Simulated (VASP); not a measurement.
# Si2Sb2Se (P6/mmm) in VASP: further runs

Si2Sb2Se is run at these levels: PBE; tasks: single point.

Everything below comes from runs of VASP 6.6.1. Logs are shortened: lines on timing, memory, paths and dates and some standing lists are left out, and cuts for length are marked.

### 1 The cell of the first run

The structure is hexagonal, space group P6/mmm (No. 191). The conventional cell has a = 5.186 Å, b = 5.186 Å, c = 5.472 Å, α = 90.00°, β = 90.00°, γ = 120.00°. Within 3.6 Å of Si (site symmetry -6m2) lie 2 Sb at 2.74 Å and 3 Si at 2.99 Å. Sb (site symmetry -6m2) has 2 Si at 2.74 Å and 3 Se at 2.99 Å and 3 Sb at 2.99 Å within 3.6 Å. Se (site symmetry 6/mmm) has 6 Sb at 2.99 Å within 3.9 Å.

### 2 Single point, PBE

Contents of INCAR:

```
SYSTEM = Si2Sb2Se
  PREC = Accurate
  ENCUT = 520
  EDIFF = 1E-6
  ISMEAR = 0
  SIGMA = 0.1
  LREAL = .False.
  LASPH = .True.
  NELM = 100
  ALGO = Normal
  ISIF = 2
  LWAVE = .False.
  LCHARG = .False.
  GGA = PE
  NBANDS = 20
```

Contents of KPOINTS:

```
Automatic mesh
0
Gamma
  6 6 4
  0 0 0
```

Contents of POSCAR:

```
Si2Sb2Se
1.0
    5.1857192047      0.0000000031      0.0000000000
   -2.5928596050      4.4909645666      0.0000000000
    0.0000000000      0.0000000000      5.4722860234
Si Sb Se
2 2 1
Direct
    0.3333333333      0.6666666667      0.5000000000
    0.6666666667      0.3333333333      0.5000000000
    0.3333333333      0.6666666667      0.0000000000
    0.6666666667      0.3333333333      0.0000000000
    0.0000000000      0.0000000000      0.0000000000
```

Potentials or basis: VASP PAW PBE potentials, release 64 (Si, Sb, Se).

Launch:

```
cat potpaw_PBE.64/Si/POTCAR potpaw_PBE.64/Sb/POTCAR potpaw_PBE.64/Se/POTCAR > POTCAR
mpirun -np 1 vasp_std > vasp.out
```

OUTCAR:

```text
SYSTEM = Si2Sb2Se
   PREC = Accurate
   ENCUT = 520
   EDIFF = 1E-6
   ISMEAR = 0
   LREAL = .False.
   LASPH = .True.
   NELM = 100
   ISIF = 2
   GGA = PE

 ion  position               nearest neighbor table
   1  0.333  0.667  0.500-   3 2.74   3 2.74   2 2.99   2 2.99   2 2.99
   2  0.667  0.333  0.500-   4 2.74   4 2.74   1 2.99   1 2.99   1 2.99
   3  0.333  0.667  0.000-   1 2.74   1 2.74   5 2.99   4 2.99   4 2.99   5 2.99   5 2.99   4 2.99

   4  0.667  0.333  0.000-   2 2.74   2 2.74   5 2.99   3 2.99   3 2.99   5 2.99   5 2.99   3 2.99

   5  0.000  0.000  0.000-   3 2.99   4 2.99   3 2.99   4 2.99   4 2.99   3 2.99

  LATTYP: Found a hexagonal cell.
 ALAT       =     5.1857192047
 C/A-ratio  =     1.0552607666

  Lattice vectors:

 A1 = (   5.1857192047,   0.0000000031,   0.0000000000)
 A2 = (  -2.5928596050,   4.4909645666,   0.0000000000)
 A3 = (   0.0000000000,   0.0000000000,   5.4722860234)

Analysis of symmetry for initial positions (statically):
=====================================================================
 Subroutine PRICEL returns:
 Original cell was already a primitive cell.

 Routine SETGRP: Setting up the symmetry group for a
 hexagonal supercell.

 Subroutine GETGRP returns: Found 24 space group operations
 (whereof 24 operations were pure point group operations)
 out of a pool of 24 trial point group operations.

The static configuration has the point symmetry D_6h.

Analysis of symmetry for dynamics (positions and initial velocities):
=====================================================================
 Subroutine PRICEL returns:
 Original cell was already a primitive cell.

 Routine SETGRP: Setting up the symmetry group for a
 hexagonal supercell.

 Subroutine GETGRP returns: Found 24 space group operations
 (whereof 24 operations were pure point group operations)
 out of a pool of 24 trial point group operations.

The dynamic configuration has the point symmetry D_6h.

 Subroutine INISYM returns: Found 24 space group operations
 (whereof 24 operations are pure point group operations),
 and found     1 'primitive' translations

----------------------------------------------------------------------------------------

                                     Primitive cell

[... 90 lines left out ...]
   ENCUT  =  520.0 eV  38.22 Ry    6.18 a.u.   9.64  9.64 10.17*2*pi/ulx,y,z
   NELM   =    100;   NELMIN=  2; NELMDL= -5     # of ELM steps
   EDIFF  = 0.1E-05   stopping-criterion for ELM
   LREAL  =      F    real-space projection
   EDIFFG = 0.1E-04   stopping-criterion for IOM
   NSW    =      0    number of steps for IOM
   IBRION =     -1    ionic relax: 0-MD 1-quasi-New 2-CG
   NFREE  =      0    steps in history (QN), initial steepest desc. (CG)
   ISIF   =      2    stress and relaxation
   ISYM   =      2    0-nonsym 1-usesym 2-fastsym
   POTIM  = 0.5000    time-step for ionic-motion
   TEBEG  =    0.0;   TEEND  =   0.0 temperature during run
   PSTRESS=    0.0 pullay stress
   NELECT =      24.0000    total number of electrons
   NUPDOWN=      -1.0000    fix difference up-down
   EMIN   =  10.00;   EMAX   =-10.00  energy-range for DOS
   EFERMI =   0.00;   METHOD = LEGACY
   ISMEAR =     0;   SIGMA  =   0.10  broadening in eV -4-tet -1-fermi 0-gaus
   EFERMI_NEDOS =   21; number of points for ismear=-14 and -15
   IALGO  =     38    algorithm
   IMIX   =      4    mixing-type and parameters
     AMIX     =   0.40;   BMIX     =  1.00
     AMIX_MAG =   1.60;   BMIX_MAG =  1.00
  volume/ion in A,a.u.               =      25.49       172.01
  Fermi-wavevector in a.u.,A,eV,Ry     =   0.938367  1.773257 11.980376  0.880533
  Thomas-Fermi vector in A             =   2.065572
   LORBIT       =      0    0 simple, 1 ext, 2 COOP (PROOUT), +10 PAW based schemes
   GGA     = PE    functional components
   LHFCALC =     F    Hartree Fock is set to
   AEXX    =    0.0000 exact exchange contribution
   IVDW    =     0    specifies the selected vdW correction
   LEPSILON=     F    determine dielectric tensor
   LRPA    =     F    only Hartree local field effects (RPA)
 non-spin polarized calculation
 Gauss-broadening in eV      SIGMA  =   0.10
  energy-cutoff  :      520.00
  volume of cell :      127.44
 maximum number of plane-waves:      3488
 NGX is ok and might be reduce to    40
   NGX = 19   NGY = 19   NGZ = 21

 number of electron      23.9999998 magnetization

 Free energy of the ion-electron system (eV)
  ---------------------------------------------------
  ext. energy  EPLUGINS =         0.00000000
  ---------------------------------------------------
  free energy    TOTEN  =       -19.84051434 eV

  energy without entropy =      -19.83496578  energy(sigma->0) =      -19.83774006

 E-fermi :   5.6599     XC(G=0):  -9.4461

 val. band max:        5.6489008145   @ k =   0.3333   0.0000   0.0000
 cond. band min:       5.6718063968   @ k =   0.1667   0.1667   0.5000
 fundamental gap:      0.0229055823
 Fermi energy:         5.6598943690

 k-point     1 :       0.0000    0.0000    0.0000
  band No.  band energies     occupation
      1      -8.2110      2.00000
      2      -4.4136      2.00000
      3      -2.0005      2.00000
      4      -1.1070      2.00000
      5       0.2112      2.00000
      6       1.6798      2.00000
[... 472 lines left out ...]
     19      10.3138      0.00000
     20      10.9291      0.00000

------------------------ aborting loop because EDIFF is reached ----------------------------------------

  FORCE on cell =-STRESS in cart. coord.  units (eV):
  Direction    XX          YY          ZZ          XY          YZ          ZX
  --------------------------------------------------------------------------------------
  -------------------------------------------------------------------------------------
  Total        0.0489702      0.0489702      0.0647596      0.0000000      0.0000000      0.0000000
  in kB        0.6156379      0.6156379      0.8141366      0.0000000      0.0000000      0.0000000
  external PRESSURE =       0.6818041 kB  Pullay stress =       0.0000000 kB

 VOLUME and BASIS-vectors are now :
 -----------------------------------------------------------------------------
  energy-cutoff  :      520.00
  volume of cell :      127.44
      direct lattice vectors                 reciprocal lattice vectors
     5.185719205  0.000000003  0.000000000     0.192837283  0.111334657  0.000000000
    -2.592859605  4.490964567  0.000000000    -0.000000000  0.222669314  0.000000000
     0.000000000  0.000000000  5.472286023     0.000000000  0.000000000  0.182738986

 POSITION                                       TOTAL-FORCE (eV/Angst)
 -----------------------------------------------------------------------------------
     -0.00000      2.99398      2.73614         0.000000     -0.000000      0.000000
      2.59286      1.49699      2.73614        -0.000000     -0.000000     -0.000000
     -0.00000      2.99398      0.00000        -0.000000     -0.000000      0.000000
      2.59286      1.49699      0.00000        -0.000000      0.000000      0.000000
      0.00000      0.00000      0.00000        -0.000000      0.000000      0.000000
 -----------------------------------------------------------------------------------
    total drift:                                0.000000      0.000000      0.000000

  FREE ENERGIE OF THE ION-ELECTRON SYSTEM (eV)
  ---------------------------------------------------
  free  energy   TOTEN  =       -19.8405143437 eV

  energy  without entropy=      -19.8349657828  energy(sigma->0) =      -19.83774006
```

Run time: 24 s. Hardware: 1 thread of Intel Xeon 6975P-C (Granite Rapids), shared host; peak memory 0.26 GiB.

Results:

* Free energy: -19.8405 eV
* Pressure: 0.1 GPa
* Band gap on the k mesh: zero (band 12 reaches 6.42 eV, above the bottom of band 13 at 4.97 eV)

Caveat: spin-orbit coupling is left out, which moves the levels of the heavy elements.

### 3 Single point, PBE

This run uses another cell than the first one, of 27.09 Å³/atom, 1.063 times its volume.

Contents of INCAR:

```
  ALGO = Normal
  EDIFF = 1E-7
  ENCUT = 520
  GGA = PE
  ISIF = 2
  ISMEAR = 0
  LASPH = T
  LCHARG = T
  LELF = T
  LREAL = F
  LVHAR = T
  LWAVE = F
  NBANDS = 20
  NELM = 60
  PREC = Accurate
  SIGMA = 0.1
```

Contents of KPOINTS:

```
k-points
0
Gamma
  6 6 4
```

Contents of POSCAR:

```
Si2Sb2Se
1.0
    4.8324871700      0.0000000000      0.0000000000
   -2.4162435900      4.1850566500      0.0000000000
    0.0000000000      0.0000000000      6.6969315700
Si Sb Se
2 2 1
Direct
    0.3333333300      0.6666666700      0.5000000000
    0.6666666700      0.3333333300      0.5000000000
    0.3333333300      0.6666666700      0.0000000000
    0.6666666700      0.3333333300      0.0000000000
    0.0000000000      0.0000000000      0.0000000000
```

Potentials or basis: VASP PAW PBE potentials, release 64 (Si, Sb, Se).

Launch:

```
cat potpaw_PBE.64/Si/POTCAR potpaw_PBE.64/Sb/POTCAR potpaw_PBE.64/Se/POTCAR > POTCAR
mpirun -np 1 vasp_std > vasp.out
```

Wall time 29 s (1 thread of Intel Xeon 6975P-C (Granite Rapids), shared host); peak memory 0.26 GiB.

Results (log left out):

| Item | Value |
| --- | --- |
| Free energy | -18.2068 eV |
| Pressure | 3.6 GPa |
| Band gap on the k mesh | zero (band 12 reaches 5.58 eV, above the bottom of band 13 at 3.96 eV) |

Stress tensor (GPa, compression positive):
```
10.20  0.00  0.00
 0.00 10.20  0.00
 0.00  0.00 -9.67
```

Levels at points of the mesh, in eV from the Fermi level:
```
           k point  band 10  band 11  band 12  band 13  band 14  band 15
(0.00, 0.00, 0.00)    -2.75    -1.14    -1.14    -0.75     0.33     2.28
(0.50, 0.00, 0.00)    -1.03    -0.48    -0.29     0.84     1.34     2.73
(0.00, 0.00, 0.50)    -3.36    -1.42    -1.32    -1.32     0.33     2.09
(0.50, 0.00, 0.50)    -1.02    -0.35     0.30     0.34     0.92     1.23
```

Caveat: spin-orbit coupling is left out, which moves the levels of the heavy elements.
